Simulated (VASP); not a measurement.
# Cu (Im-3m) in VASP: further runs, part 3 of 3

VASP 6.6.1. The steps go on from the part before.

## Step 5: Relaxation of cell and atoms, r2SCAN, target pressure 5 GPa, at which the enthalpy is minimised

This run uses another cell than the first one, of 11.82 Å³/atom.

POSCAR

```
Cu
1.0
   -1.4350000000      1.4350000000      1.4350000000
    1.4350000000     -1.4350000000      1.4350000000
    1.4350000000      1.4350000000     -1.4350000000
Cu
1
Direct
    0.0000000000      0.0000000000      0.0000000000
```

INCAR.step1

```
PREC = Accurate
ENCUT = 660
ISMEAR = -1
SIGMA = 0.1
LREAL = False
LASPH = True
NELM = 120
GGA = PE
ALGO = Normal
EDIFF = 1E-5
LWAVE = True
LCHARG = False
GGA_COMPAT = False
IBRION = 2
ISIF = 3
EDIFFG = -0.005
NELMIN = 4
NSW = 100
```

INCAR.step2

```
PREC = Accurate
ENCUT = 660
EDIFF = 1E-7
ISMEAR = -1
SIGMA = 0.1
LREAL = False
LASPH = True
NELM = 120
ALGO = Normal
ISIF = 3
LWAVE = False
LCHARG = False
METAGGA = R2SCAN
LMIXTAU = True
IBRION = 2
NSW = 80
EDIFFG = -0.03
PSTRESS = 50.0
ISTART = 1
GGA_COMPAT = False
NELMIN = 4
```

KPOINTS

```
regular mesh
0
Gamma
  12 12 12
```

Launch:

```sh
$ cat potpaw_PBE.64/Cu/POTCAR > POTCAR
$ cp INCAR.step1 INCAR
$ mpirun -np 1 vasp_std > vasp.out
$ cp INCAR.step2 INCAR
$ mpirun -np 1 vasp_std > vasp.out
```

Run time: 52 s. Hardware: 1 thread of Intel Xeon 6975P-C (Granite Rapids), shared host; peak memory 0.15 GiB.

The run converged. Its results:

```
Free energy                                                : -10.7815 eV
Relaxed volume                                             : 11.20 Å³/atom
Relaxed cell                                               : a = 2.441 Å, b = 2.441 Å, c = 2.441 Å, α = 109.47°, β = 109.47°, γ = 109.47°
Space group after relaxing (to 0.1 Å)                      : Im-3m (No. 229)
Energy change on relaxing (the run minimises the enthalpy) : +1.5 meV/atom
Ionic steps                                                : 3
Pressure after relaxing                                    : 4.7 GPa
Band gap on the k mesh                                     : zero (an odd number of electrons rules out a gap without spin polarisation)
```

Step by step:
```tsv
step	energy change (eV)	largest force (eV/Å)	pressure (GPa)	volume (Å³)
1	0.0000	0.0000	-3.76	11.82
2	0.0264	0.0000	13.08	10.75
3	0.0015	0.0000	4.68	11.20
```

Final structure:
```
Cu
1.0
    -1.40939    1.40939    1.40939
     1.40939   -1.40939    1.40939
     1.40939    1.40939   -1.40939
Cu
1
Direct
  0.00000 0.00000 0.00000
```

Levels at points of the mesh, in eV from the Fermi level:
```tsv
k point	band 1	band 2	band 3	band 4	band 5	band 6	band 7	band 8	band 9
(0.00, 0.00, 0.00)	-10.12	-3.43	-3.43	-3.43	-2.34	-2.34	26.55	26.55	26.55
(0.50, 0.00, 0.00)	-5.55	-4.23	-2.37	-2.22	-1.52	-0.79	4.85	18.69	19.15
(0.50, 0.50, 0.50)	-5.18	-5.18	-1.71	-1.71	-1.71	8.88	8.88	8.88	14.35
```

Caveat: the cell is relaxed towards a set pressure, so the run minimises the enthalpy, not the energy; the PAW data sets were made with another functional, which shifts forces and pressure a little.

## Step 6: Relaxation of cell and atoms, r2SCAN, target pressure 10 GPa, at which the enthalpy is minimised

This run uses another cell than the first one, of 11.82 Å³/atom.

POSCAR is that of step 5.

INCAR.step1 is that of step 5.

INCAR.step2: that of step 5 with these lines changed.

```diff
@@ -17,3 +17,3 @@
 EDIFFG = -0.03
-PSTRESS = 50.0
+PSTRESS = 100.0
 ISTART = 1
```

KPOINTS is that of step 5.

Potentials or basis: VASP PAW PBE potentials, release 64 (Cu).

Launch:

```sh
$ cat potpaw_PBE.64/Cu/POTCAR > POTCAR
$ cp INCAR.step1 INCAR
$ mpirun -np 1 vasp_std > vasp.out
$ cp INCAR.step2 INCAR
$ mpirun -np 1 vasp_std > vasp.out
```

OUTCAR:

```text
PREC = Accurate
   ENCUT = 660
   EDIFF = 1E-7
   ISMEAR = -1
   LREAL = False
   LASPH = True
   NELM = 120
   ISIF = 3
   METAGGA = R2SCAN
   IBRION = 2
   NSW = 80
   EDIFFG = -0.03
   PSTRESS = 100.0
   ISTART = 1
   NELMIN = 4

 ion  position               nearest neighbor table
   1  0.000  0.000  0.000-

  LATTYP: Found a body centered cubic cell.
 ALAT       =     2.8700000000

  Lattice vectors:

 A1 = (  -1.4350000000,   1.4350000000,   1.4350000000)
 A2 = (   1.4350000000,  -1.4350000000,   1.4350000000)
 A3 = (   1.4350000000,   1.4350000000,  -1.4350000000)

Analysis of symmetry for initial positions (statically):
=====================================================================
 Subroutine PRICEL returns:
 Original cell was already a primitive cell.

 Routine SETGRP: Setting up the symmetry group for a
 body centered cubic supercell.

 Subroutine GETGRP returns: Found 48 space group operations
 (whereof 48 operations were pure point group operations)
 out of a pool of 48 trial point group operations.

The static configuration has the point symmetry O_h .

[... 166 lines left out ...]
  -------------------------------------------------------------------------------------
  Total       -0.2774422     -0.2774422     -0.2774422     -0.0000000      0.0000000      0.0000000
  in kB      -37.6068855    -37.6068855    -37.6068855     -0.0000000      0.0000000      0.0000000
  external PRESSURE =    -137.6068855 kB  Pullay stress =     100.0000000 kB
[... 98 lines left out ...]
--------------------------------------- Ionic step        4  -------------------------------------------

 number of electron      10.9999997 magnetization

 Free energy of the ion-electron system (eV)
  ---------------------------------------------------
  ext. energy  EPLUGINS =         0.00000000
  ---------------------------------------------------
  free energy    TOTEN  =       -10.76729913 eV

  energy without entropy =      -10.75155909  energy(sigma->0) =      -10.75942911

 E-fermi :   8.4680     XC(G=0): -14.3041

 val. band max:        8.4537279808   @ k =   0.1667   0.1667   0.1667
 cond. band min:       8.4842843573   @ k =   0.2500   0.1667   0.0833
 fundamental gap:      0.0305563765
 Fermi energy:         8.4679560100

 k-point     1 :       0.0000    0.0000    0.0000
  band No.  band energies     occupation
      1      -1.8917      2.00000
      2       4.9301      2.00000
      3       4.9301      2.00000
      4       4.9301      2.00000
      5       6.0671      2.00000
      6       6.0671      2.00000
      7      35.2841      0.00000
      8      35.2841      0.00000
      9      35.2841      0.00000
[... 265 lines left out ...]
 k-point    24 :       0.4167    0.0833    0.0833
  band No.  band energies     occupation
      1       3.0542      2.00000
      2       4.0570      2.00000
      3       5.6504      2.00000
      4       6.0793      2.00000
      5       6.2030      2.00000
      6       9.4533      0.00011
      7      13.6527      0.00000
      8      23.8063      0.00000
      9      24.5393      0.00000

 [... further k-points ...]

------------------------ aborting loop because EDIFF is reached ----------------------------------------

  FORCE on cell =-STRESS in cart. coord.  units (eV):
  Direction    XX          YY          ZZ          XY          YZ          ZX
  --------------------------------------------------------------------------------------
  -------------------------------------------------------------------------------------
  Total        0.6930179      0.6930179      0.6930179     -0.0000000      0.0000000     -0.0000000
  in kB      101.9060983    101.9060983    101.9060983     -0.0000000      0.0000000     -0.0000000
  external PRESSURE =       1.9060983 kB  Pullay stress =     100.0000000 kB
[... 20 lines left out ...]
  energy  without entropy=      -10.7515590916  energy(sigma->0) =      -10.75942911

  enthalpy is  TOTEN    =       -10.0872437871 eV   P V=        0.6800553403

 reached required accuracy - stopping structural energy minimisation
```

Wall time 61 s (1 thread of Intel Xeon 6975P-C (Granite Rapids), shared host); peak memory 0.16 GiB.

Results:

| Item | Value |
| --- | --- |
| Free energy | -10.7673 eV |
| Relaxed volume | 10.90 Å³/atom |
| Relaxed cell | a = 2.419 Å, b = 2.419 Å, c = 2.419 Å, α = 109.47°, β = 109.47°, γ = 109.47° |
| Space group after relaxing (to 0.1 Å) | Im-3m (No. 229) |
| Energy change on relaxing (the run minimises the enthalpy) | +15.7 meV/atom |
| Ionic steps | 4 |
| Pressure after relaxing | 10.2 GPa |
| Band gap on the k mesh | zero (an odd number of electrons rules out a gap without spin polarisation) |

The path:
```tsv
step	energy change (eV)	largest force (eV/Å)	pressure (GPa)	volume (Å³)
1	0.0000	0.0000	-3.76	11.82
2	0.0984	0.0000	27.16	10.17
3	0.0141	0.0000	9.46	10.92
4	0.0157	0.0000	10.19	10.90
```

Final structure:
```cif
data_structure
_symmetry_space_group_name_H-M 'P 1'
_symmetry_Int_Tables_number 1
_cell_length_a 2.4189
_cell_length_b 2.4189
_cell_length_c 2.4189
_cell_angle_alpha 109.471
_cell_angle_beta 109.471
_cell_angle_gamma 109.471
_cell_volume 10.90
loop_
_atom_site_label
_atom_site_type_symbol
_atom_site_fract_x
_atom_site_fract_y
_atom_site_fract_z
_atom_site_occupancy
Cu1 Cu 0.00000 0.00000 0.00000 1
```

Caveat: the cell is relaxed towards a set pressure, so the run minimises the enthalpy, not the energy; the PAW data sets were made with another functional, which shifts forces and pressure a little.

## Step 7: Relaxation of cell and atoms, r2SCAN, target pressure 20 GPa, at which the enthalpy is minimised

This run uses another cell than the first one, of 11.82 Å³/atom.

POSCAR is that of step 6.

INCAR.step1

```
SYSTEM = Cu
  PREC = Accurate
  ENCUT = 660
  ISMEAR = -1
  SIGMA = 0.1
  LREAL = .FALSE.
  LASPH = .TRUE.
  NELM = 120
  GGA = PE
  ALGO = Normal
  EDIFF = 1E-5
  LWAVE = .TRUE.
  LCHARG = .FALSE.
  GGA_COMPAT = .FALSE.
  IBRION = 2
  ISIF = 3
  EDIFFG = -0.005
  NELMIN = 4
  NSW = 100
```

INCAR.step2

```
SYSTEM = Cu
  PREC = Accurate
  ENCUT = 660
  EDIFF = 1E-7
  ISMEAR = -1
  SIGMA = 0.1
  LREAL = .FALSE.
  LASPH = .TRUE.
  NELM = 120
  ALGO = Normal
  ISIF = 3
  LWAVE = .FALSE.
  LCHARG = .FALSE.
  METAGGA = R2SCAN
  LMIXTAU = .TRUE.
  IBRION = 2
  NSW = 80
  EDIFFG = -0.03
  PSTRESS = 200.0
  ISTART = 1
  GGA_COMPAT = .FALSE.
  NELMIN = 4
```

KPOINTS

```
regular mesh
0
G
  12 12 12
  0 0 0
```

Launch:

```sh
$ cat potpaw_PBE.64/Cu/POTCAR > POTCAR
$ cp INCAR.step1 INCAR
$ mpirun -np 1 vasp_std > vasp.out
$ cp INCAR.step2 INCAR
$ mpirun -np 1 vasp_std > vasp.out
```

Wall time 66 s (1 thread of Intel Xeon 6975P-C (Granite Rapids), shared host); peak memory 0.16 GiB.

The run converged. Its results:

```
Free energy                                                : -10.7260 eV
Relaxed volume                                             : 10.45 Å³/atom
Relaxed cell                                               : a = 2.385 Å, b = 2.385 Å, c = 2.385 Å, α = 109.47°, β = 109.47°, γ = 109.47°
Space group after relaxing (to 0.1 Å)                      : Im-3m (No. 229)
Energy change on relaxing (the run minimises the enthalpy) : +57.0 meV/atom
Ionic steps                                                : 4
Pressure after relaxing                                    : 19.8 GPa
Band gap on the k mesh                                     : zero (an odd number of electrons rules out a gap without spin polarisation)
```

Step by step:
```tsv
step	energy change (eV)	largest force (eV/Å)	pressure (GPa)	volume (Å³)
1	0.0000	0.0000	-3.76	11.82
2	0.4161	0.0000	69.52	9.07
3	0.0527	0.0000	18.96	10.48
4	0.0570	0.0000	19.79	10.45
```

Final structure:
```cif
data_structure
_symmetry_space_group_name_H-M 'P 1'
_symmetry_Int_Tables_number 1
_cell_length_a 2.3855
_cell_length_b 2.3855
_cell_length_c 2.3855
_cell_angle_alpha 109.471
_cell_angle_beta 109.471
_cell_angle_gamma 109.471
_cell_volume 10.45
loop_
_atom_site_label
_atom_site_type_symbol
_atom_site_fract_x
_atom_site_fract_y
_atom_site_fract_z
_atom_site_occupancy
Cu1 Cu 0.00000 0.00000 0.00000 1
```

Levels at points of the mesh, in eV from the Fermi level:
| k point | band 3 | band 4 | band 5 | band 6 | band 7 | band 8 |
| --- | --- | --- | --- | --- | --- | --- |
| (0.00, 0.00, 0.00) | -3.71 | -3.71 | -2.50 | -2.50 | 27.22 | 27.22 |
| (0.50, 0.00, 0.00) | -2.53 | -2.36 | -1.58 | -1.00 | 5.25 | 19.26 |
| (0.50, 0.50, 0.50) | -1.79 | -1.79 | -1.79 | 9.21 | 9.21 | 9.21 |

Caveat: the cell is relaxed towards a set pressure, so the run minimises the enthalpy, not the energy; the PAW data sets were made with another functional, which shifts forces and pressure a little.

## Step 8: The runs side by side

```csv
task,cell,gap on the mesh (eV),pressure (GPa)
single point,"a = 2.438 Å, angles 109.5°, 1 atom",none,5.6
single point,"a = 2.462 Å, angles 109.5°, 1 atom",none,0.6
relaxation of cell and atoms,"relaxed from a = 2.485 Å, angles 109.5°, 1 atom",none,-0.1
relaxation of cell and atoms,"relaxed to 5 GPa from a = 2.485 Å, angles 109.5°, 1 atom",none,4.7
relaxation of cell and atoms,"relaxed to 10 GPa from a = 2.485 Å, angles 109.5°, 1 atom",none,10.2
relaxation of cell and atoms,"relaxed to 20 GPa from a = 2.485 Å, angles 109.5°, 1 atom",none,19.8
```

Alike in all rows: level r2SCAN; potentials or basis VASP PAW PBE potentials, release 64 (Cu); no spin polarisation; k mesh 12 × 12 × 12; cutoff (eV) 660; smearing fermi-dirac 0.1 eV.

Caveats: the PAW data sets were made with another functional, which shifts forces and pressure a little; the cell is relaxed towards a set pressure, so the run minimises the enthalpy, not the energy (at least some runs); the cell stands under pressure (at least some runs).

Absolute energies hang on the potentials; compare differences alone.
